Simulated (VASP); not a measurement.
# Cd (P6/mmm) in VASP: a series of runs, part 2 of 2

VASP 6.6.1. The steps go on from the part before.

### 3 Relaxation of cell and atoms, PBE, target pressure 84 GPa, at which the enthalpy is minimised

This run uses another cell than the first one, of 14.19 Å³/atom, 0.964 times its volume.

The input, INCAR:

```
PREC = Accurate ; ENCUT = 600
EDIFF = 1E-6 ; ISMEAR = -1
SIGMA = 0.05 ; LREAL = F
LASPH = T ; NELM = 60
ALGO = Normal ; ISIF = 3
LWAVE = F ; LCHARG = F
GGA = PE ; IBRION = 2
NSW = 60 ; EDIFFG = -0.005
PSTRESS = 840.0
```

The input, KPOINTS:

```
regular mesh
0
Gamma
  17 17 15
```

The input, POSCAR:

```
Cd
1.0
    2.5927709563      0.0000000000      0.0000000000
   -1.2963854782      2.2454055144      0.0000000000
    0.0000000000      0.0000000000      2.4372046990
Cd
1
Direct
    0.0000000000      0.0000000000      0.0000000000
```

Potentials or basis: VASP PAW PBE potentials, release 64 (Cd).

The run is started by

```sh
cat potpaw_PBE.64/Cd/POTCAR > POTCAR
mpirun -np 1 vasp_std > vasp.out
```

OUTCAR:

```text
PREC = Accurate
   ENCUT = 600
   EDIFF = 1E-6
   ISMEAR = -1
   LREAL = F
   LASPH = T
   NELM = 60
   ISIF = 3
   GGA = PE
   IBRION = 2
   NSW = 60
   EDIFFG = -0.005
   PSTRESS = 840.0

 ion  position               nearest neighbor table
   1  0.000  0.000  0.000-

  LATTYP: Found a hexagonal cell.
 ALAT       =     2.5927709563
 C/A-ratio  =     0.9400000000

  Lattice vectors:

 A1 = (   2.5927709563,   0.0000000000,   0.0000000000)
 A2 = (  -1.2963854782,   2.2454055144,   0.0000000000)
 A3 = (   0.0000000000,   0.0000000000,   2.4372046990)

Analysis of symmetry for initial positions (statically):
=====================================================================
 Subroutine PRICEL returns:
 Original cell was already a primitive cell.

 Routine SETGRP: Setting up the symmetry group for a
 hexagonal supercell.

 Subroutine GETGRP returns: Found 24 space group operations
 (whereof 24 operations were pure point group operations)
 out of a pool of 24 trial point group operations.

The static configuration has the point symmetry D_6h.

Analysis of symmetry for dynamics (positions and initial velocities):
=====================================================================
 Subroutine PRICEL returns:
 Original cell was already a primitive cell.

 Routine SETGRP: Setting up the symmetry group for a
 hexagonal supercell.

 Subroutine GETGRP returns: Found 24 space group operations
 (whereof 24 operations were pure point group operations)
 out of a pool of 24 trial point group operations.

The dynamic configuration has the point symmetry D_6h.

 Subroutine INISYM returns: Found 24 space group operations
 (whereof 24 operations are pure point group operations),
 and found     1 'primitive' translations

----------------------------------------------------------------------------------------

                                     Primitive cell

  volume of cell :      14.1890

  direct lattice vectors                    reciprocal lattice vectors
     2.592770956  0.000000000  0.000000000     0.385687751  0.222676927  0.000000000
    -1.296385478  2.245405514  0.000000000     0.000000000  0.445353854  0.000000000
     0.000000000  0.000000000  2.437204699     0.000000000  0.000000000  0.410306118

  length of vectors
     2.592770956  2.592770956  2.437204699     0.445353854  0.445353854  0.410306118

  position of ions in fractional coordinates (direct lattice)
     0.000000000  0.000000000  0.000000000

  ion indices of the primitive-cell ions
   primitive index   ion index
                 1           1

----------------------------------------------------------------------------------------

 KPOINTS: regular mesh

Automatic generation of k-mesh.
 Grid dimensions read from file:
 generate k-points for:   17   17   15

 Generating k-lattice:

  Cartesian coordinates                     Fractional coordinates (reciprocal lattice)
     0.022687515  0.013098643  0.000000000     0.058823529  0.000000000  0.000000000
     0.000000000  0.026197286  0.000000000     0.000000000  0.058823529  0.000000000
     0.000000000  0.000000000  0.027353741     0.000000000  0.000000000  0.066666667

  Length of vectors
     0.026197286  0.026197286  0.027353741

  Shift w.r.t. Gamma in fractional coordinates (k-lattice)
     0.000000000  0.000000000  0.000000000

 Subroutine IBZKPT returns following result:
 ===========================================

 Found    264 irreducible k-points:

 Following reciprocal coordinates:
            Coordinates               Weight
  0.000000  0.000000  0.000000      1.000000
  0.058824  0.000000  0.000000      6.000000
  0.117647  0.000000  0.000000      6.000000
  0.176471 -0.000000  0.000000      6.000000
  0.235294  0.000000  0.000000      6.000000
  0.294118 -0.000000  0.000000      6.000000
[... 16 lines left out ...]
  0.411765  0.117647  0.000000     12.000000
  0.176471  0.176471  0.000000      6.000000
 [... further k-points ...]
   k-points           NKPTS =    264   k-points in BZ     NKDIM =    264   number of bands    NBANDS=     10
   number of dos      NEDOS =    301   number of ions     NIONS =      1
   total plane-waves  NPLWV =  11520
   dimension x,y,z NGX =    24 NGY =   24 NGZ =   20
   dimension x,y,z NGXF=    48 NGYF=   48 NGZF=   40
   ions per type =               1
   NGX,Y,Z   is equivalent  to a cutoff of  15.39, 15.39, 13.64 a.u.
   NGXF,Y,Z  is equivalent  to a cutoff of  30.78, 30.78, 27.28 a.u.
 SYSTEM =  unknown system
   PREC   = accura    normal or accurate (medium, high low for compatibility)
   ISTART =      0    job   : 0-new  1-cont  2-samecut
   ICHARG =      2    charge: 1-file 2-atom 10-const
   ISPIN  =      1    spin polarized calculation?
   LNONCOLLINEAR =      F non collinear calculations
   LSORBIT =      F    spin-orbit coupling
   LASPH  =      T    aspherical Exc in radial PAW
   ENCUT  =  600.0 eV  44.10 Ry    6.64 a.u.   5.18  5.18  4.87*2*pi/ulx,y,z
   NELM   =     60;   NELMIN=  2; NELMDL= -5     # of ELM steps
   EDIFF  = 0.1E-05   stopping-criterion for ELM
   LREAL  =      F    real-space projection
   EDIFFG = -.5E-02   stopping-criterion for IOM
   NSW    =     60    number of steps for IOM
   IBRION =      2    ionic relax: 0-MD 1-quasi-New 2-CG
   NFREE  =      1    steps in history (QN), initial steepest desc. (CG)
   ISIF   =      3    stress and relaxation
   ISYM   =      2    0-nonsym 1-usesym 2-fastsym
   POTIM  = 0.5000    time-step for ionic-motion
   TEBEG  =    0.0;   TEEND  =   0.0 temperature during run
   PSTRESS=  840.0 pullay stress
   NELECT =      12.0000    total number of electrons
   NUPDOWN=      -1.0000    fix difference up-down
   EMIN   =  10.00;   EMAX   =-10.00  energy-range for DOS
   EFERMI =   0.00;   METHOD = LEGACY
   ISMEAR =    -1;   SIGMA  =   0.05  broadening in eV -4-tet -1-fermi 0-gaus
   EFERMI_NEDOS =   21; number of points for ismear=-14 and -15
   IALGO  =     38    algorithm
   IMIX   =      4    mixing-type and parameters
     AMIX     =   0.40;   BMIX     =  1.00
     AMIX_MAG =   1.60;   BMIX_MAG =  1.00
  volume/ion in A,a.u.               =      14.19        95.75
  Fermi-wavevector in a.u.,A,eV,Ry     =   1.548169  2.925615 32.610799  2.396826
  Thomas-Fermi vector in A             =   2.653157
   LORBIT       =      0    0 simple, 1 ext, 2 COOP (PROOUT), +10 PAW based schemes
   GGA     = PE    functional components
   LHFCALC =     F    Hartree Fock is set to
   AEXX    =    0.0000 exact exchange contribution
   IVDW    =     0    specifies the selected vdW correction
   LEPSILON=     F    determine dielectric tensor
   LRPA    =     F    only Hartree local field effects (RPA)
 conjugate gradient relaxation of ions
 non-spin polarized calculation
  energy-cutoff  :      600.00
  volume of cell :       14.19
 maximum number of plane-waves:       484
 NGX is ok and might be reduce to    24
   NGX = 11   NGY = 11   NGZ =  9

--------------------------------------- Ionic step        1  -------------------------------------------

 number of electron      11.9999996 magnetization

 Free energy of the ion-electron system (eV)
  ---------------------------------------------------
  ext. energy  EPLUGINS =         0.00000000
  ---------------------------------------------------
  free energy    TOTEN  =         1.28461173 eV

  energy without entropy =        1.28795079  energy(sigma->0) =        1.28628126

------------------------ aborting loop because EDIFF is reached ----------------------------------------

  FORCE on cell =-STRESS in cart. coord.  units (eV):
  Direction    XX          YY          ZZ          XY          YZ          ZX
  --------------------------------------------------------------------------------------
  -------------------------------------------------------------------------------------
  Total        8.3135889      8.3135889     10.7388164     -0.0000000      0.0000000      0.0000000
  in kB      938.7461840    938.7461841   1212.5957842     -0.0000000      0.0000000      0.0000000
  external PRESSURE =     190.0293841 kB  Pullay stress =     840.0000000 kB
[... 135 lines left out ...]
--------------------------------------- Ionic step        5  -------------------------------------------

 number of electron      12.0000003 magnetization

 E-fermi :   6.9459     XC(G=0): -13.2243

 val. band max:        6.9050008791   @ k =   0.4706   0.0588   0.1333
 cond. band min:       6.9571256765   @ k =   0.4706   0.0588   0.4000
 fundamental gap:      0.0521247974
 Fermi energy:         6.9459123148

 k-point     1 :       0.0000    0.0000    0.0000
  band No.  band energies     occupation
      1      -6.3516      2.00000
      2      -5.6174      2.00000
      3      -4.4641      2.00000
      4      -4.4641      2.00000
      5      -2.4037      2.00000
      6      -2.4037      2.00000
      7      17.2857      0.00000
      8      22.8121      0.00000
      9      23.7766      0.00000
     10      27.0620      0.00000
[... 446 lines left out ...]
--------------------------------------- Ionic step        9  -------------------------------------------

 number of electron      11.9999996 magnetization

 Free energy of the ion-electron system (eV)
  ---------------------------------------------------
  ext. energy  EPLUGINS =         0.00000000
  ---------------------------------------------------
  free energy    TOTEN  =         0.87862285 eV

  energy without entropy =        0.88188295  energy(sigma->0) =        0.88025290

 E-fermi :   6.7324     XC(G=0): -13.1409

 val. band max:        6.7274011661   @ k =   0.4118   0.1765   0.1333
 cond. band min:       6.7408295745   @ k =   0.4706   0.0000   0.1333
 fundamental gap:      0.0134284084
 Fermi energy:         6.7323932844

 k-point     1 :       0.0000    0.0000    0.0000
  band No.  band energies     occupation
      1      -6.3173      2.00000
      2      -5.7390      2.00000
      3      -4.4963      2.00000
      4      -4.4963      2.00000
      5      -2.5044      2.00000
      6      -2.5044      2.00000
      7      18.0037      0.00000
      8      22.2336      0.00000
      9      24.2630      0.00000
     10      25.9883      0.00000
[... 331 lines left out ...]
  energy  without entropy=        0.8818829480  energy(sigma->0) =        0.88025290

  enthalpy is  TOTEN    =         8.6505851684 eV   P V=        7.7719623213

 reached required accuracy - stopping structural energy minimisation
```

Wall time 2 min (1 thread of AMD EPYC 9R14 (Zen 4), shared host); peak memory 0.15 GiB.

What came out:

- Free energy: 0.8786 eV
- Relaxed volume: 14.82 Å³/atom
- Relaxed cell: a = 2.589 Å, b = 2.589 Å, c = 2.554 Å, α = 90.00°, β = 90.00°, γ = 120.00°
- Space group after relaxing (to 0.05 Å): P6/mmm (No. 191)
- Energy change on relaxing (the enthalpy is what falls): -406.0 meV/atom
- Ionic steps: 9
- Pressure after relaxing: 84.0 GPa
- Band gap on the k mesh: zero (band 6 reaches 10.42 eV, above the bottom of band 7 at 3.93 eV)

The path:
```
step  energy change (eV)  largest force (eV/Å)  pressure (GPa)  volume (Å³)
   1              0.0000                0.0000          103.00        14.19
   2             -1.4208                0.0000           33.58        17.86
   3             -0.5200                0.0000           77.82        15.06
   4             -0.4736                0.0000           80.13        14.97
   5             -0.2759                0.0000           90.72        14.61
   6             -0.4019                0.0000           84.23        14.82
   7             -0.4047                0.0000           84.06        14.82
   8             -0.4092                0.0000           83.84        14.83
   9             -0.4060                0.0000           83.99        14.82
```

Final structure:
```
Cd
1.0
     2.58887    0.00000    0.00000
    -1.29443    2.24202    0.00000
     0.00000    0.00000    2.55395
Cd
1
Direct
  0.00000 0.00000 0.00000
```

Caveat: the cell is relaxed towards a set pressure, so the enthalpy falls and the energy may rise.

### 4 Relaxation of cell and atoms, PBE, target pressure 84 GPa, at which the enthalpy is minimised

The input, INCAR:

```
PREC = Accurate
ENCUT = 600
EDIFF = 1E-6
ISMEAR = -1
SIGMA = 0.05
LREAL = False
LASPH = True
NELM = 100
ALGO = Normal
ISIF = 3
LWAVE = False
LCHARG = False
GGA = PE
IBRION = 2
NSW = 32
EDIFFG = -0.005
PSTRESS = 840.0
```

KPOINTS is that of step 3.

The input, POSCAR:

```
Cd
1.0
    2.5814520513      0.0000000000      0.0000000000
   -1.2907260257      2.2356030551      0.0000000000
    0.0000000000      0.0000000000      2.5500902186
Cd
1
Direct
    0.0000000000      0.0000000000      0.0000000000
```

Potentials or basis: VASP PAW PBE potentials, release 64 (Cd).

The run is started by

```sh
cat potpaw_PBE.64/Cd/POTCAR > POTCAR
mpirun -np 1 vasp_std > vasp.out
```

OUTCAR:

```text
PREC = Accurate
   ENCUT = 600
   EDIFF = 1E-6
   ISMEAR = -1
   LREAL = False
   LASPH = True
   NELM = 100
   ISIF = 3
   GGA = PE
   IBRION = 2
   NSW = 32
   EDIFFG = -0.005
   PSTRESS = 840.0

 ion  position               nearest neighbor table
   1  0.000  0.000  0.000-

  LATTYP: Found a hexagonal cell.
 ALAT       =     2.5814520513
 C/A-ratio  =     0.9878510884

  Lattice vectors:

 A1 = (   2.5814520513,   0.0000000000,   0.0000000000)
 A2 = (  -1.2907260257,   2.2356030551,   0.0000000000)
 A3 = (   0.0000000000,   0.0000000000,   2.5500902186)

Analysis of symmetry for initial positions (statically):
=====================================================================
 Subroutine PRICEL returns:
 Original cell was already a primitive cell.

[... 478 lines left out ...]
 fundamental gap:      0.0134160699
 Fermi energy:         6.7343970898

 k-point     1 :       0.0000    0.0000    0.0000
  band No.  band energies     occupation
      1      -6.3174      2.00000
      2      -5.7387      2.00000
      3      -4.4958      2.00000
      4      -4.4958      2.00000
      5      -2.5036      2.00000
      6      -2.5036      2.00000
      7      18.0040      0.00000
      8      22.2365      0.00000
      9      24.2641      0.00000
     10      25.9935      0.00000
[... 287 lines left out ...]
 k-point    24 :       0.1765    0.1765    0.0000
  band No.  band energies     occupation
      1      -5.5582      2.00000
      2      -5.1294      2.00000
      3      -4.1381      2.00000
      4      -3.3656      2.00000
      5      -2.7844      2.00000
      6      -1.3817      2.00000
      7      14.6601      0.00000
      8      14.9266      0.00000
      9      22.4240      0.00000
     10      24.1072      0.00000

 [... further k-points ...]

------------------------ aborting loop because EDIFF is reached ----------------------------------------

  FORCE on cell =-STRESS in cart. coord.  units (eV):
  Direction    XX          YY          ZZ          XY          YZ          ZX
  --------------------------------------------------------------------------------------
  -------------------------------------------------------------------------------------
  Total        7.7753375      7.7753375      7.7688113     -0.0000000     -0.0000000      0.0000000
  in kB      840.4873762    840.4873762    839.7819110     -0.0000000     -0.0000000      0.0000000
  external PRESSURE =       0.2522211 kB  Pullay stress =     840.0000000 kB
[... 20 lines left out ...]
  energy  without entropy=        0.8824643412  energy(sigma->0) =        0.88083308

  enthalpy is  TOTEN    =         8.6500306504 eV   P V=        7.7708288386

 reached required accuracy - stopping structural energy minimisation
```

OSZICAR:

```text
N       E                     dE             d eps       ncg     rms          rms(c)
DAV:   1     0.736385498918E+02    0.73639E+02   -0.83475E+03  5648   0.144E+03
DAV:   2     0.172127969525E+01   -0.71917E+02   -0.69719E+02  5404   0.288E+02
DAV:   3     0.812973785982E+00   -0.90831E+00   -0.90785E+00  6192   0.388E+01
DAV:   4     0.811912240945E+00   -0.10615E-02   -0.10615E-02  5820   0.122E+00
[... 53 lines left out ...]
       N       E                     dE             d eps       ncg     rms          rms(c)
DAV:   1     0.879195625961E+00    0.19459E-03   -0.22542E-04  5704   0.161E-01    0.130E-02
DAV:   2     0.879200185356E+00    0.45594E-05   -0.33480E-06  5552   0.237E-02    0.662E-03
DAV:   3     0.879201870190E+00    0.16848E-05   -0.33827E-06  5512   0.189E-02    0.226E-03
DAV:   4     0.879201811764E+00   -0.58426E-07   -0.16721E-07  2664   0.586E-03
   9 F= 0.86500307E+01 E0= 0.86516619E+01  d E =-.799122E-05
```

Run time: 87 s. Hardware: 1 thread of AMD EPYC 9R14 (Zen 4), shared host; peak memory 0.15 GiB.

What came out:

```yaml
Free_energy: 0.8792 eV
Relaxed_volume: 14.82 Å³/atom
Relaxed_cell: a = 2.589 Å, b = 2.589 Å, c = 2.554 Å, α = 90.00°, β = 90.00°, γ = 120.00°
Space_group_after_relaxing_to_0.05_Å: P6/mmm (No. 191)
Energy_change_on_relaxing_the_enthalpy_is_what_falls: -56.0 meV/atom
Ionic_steps: 9
Pressure_after_relaxing: 84.0 GPa
Band_gap_on_the_k_mesh: zero (band 6 reaches 10.43 eV, above the bottom of band 7 at 3.93 eV)
```

The path:
| step | energy change (eV) | largest force (eV/Å) | pressure (GPa) | volume (Å³) |
| --- | --- | --- | --- | --- |
| 1 | 0.0000 | 0.0000 | 86.83 | 14.72 |
| 2 | -0.2786 | 0.0000 | 72.90 | 15.28 |
| 3 | -0.0576 | 0.0000 | 83.93 | 14.82 |
| 4 | -0.0564 | 0.0000 | 84.03 | 14.82 |
| 5 | -0.0554 | 0.0000 | 84.02 | 14.82 |
| 6 | -0.0558 | 0.0000 | 84.05 | 14.82 |
| 7 | -0.0559 | 0.0000 | 84.04 | 14.82 |
| 8 | -0.0562 | 0.0000 | 84.04 | 14.82 |
| 9 | -0.0560 | 0.0000 | 84.03 | 14.82 |

Final structure:
```
Cd
1.0
     2.58868    0.00000    0.00000
    -1.29434    2.24186    0.00000
     0.00000    0.00000    2.55394
Cd
1
Direct
  0.00000 0.00000 0.00000
```

Levels at points of the mesh, in eV from the Fermi level:
```csv
k point,band 4,band 5,band 6,band 7,band 8,band 9
"(0.00, 0.00, 0.00)",-11.23,-9.24,-9.24,11.27,15.50,17.53
```

Caveat: the cell is relaxed towards a set pressure, so the enthalpy falls and the energy may rise.

### 5 Overview

| task | cell | cutoff (eV) | gap on the mesh (eV) | pressure (GPa) |
| --- | --- | --- | --- | --- |
| single point | a = 2.581, b = 2.581, c = 2.550 Å, angles 90.0, 90.0, 120.0°, 1 atom | 520 | none | 87.0 |
| relaxation of cell and atoms | relaxed to 84 GPa from a = 2.593, b = 2.593, c = 2.437 Å, angles 90.0, 90.0, 120.0°, 1 atom | 600 | none | 84.0 |
| relaxation of cell and atoms | relaxed to 84 GPa from a = 2.581, b = 2.581, c = 2.550 Å, angles 90.0, 90.0, 120.0°, 1 atom | 600 | none | 84.0 |

Alike in all rows: level PBE; potentials or basis VASP PAW PBE potentials, release 64 (Cd); no spin polarisation; k mesh 17 × 17 × 15; smearing fermi-dirac 0.05 eV.

Caveats: the cell is relaxed towards a set pressure, so the enthalpy falls and the energy may rise (some runs).

Absolute energies hang on the potentials; compare differences alone.
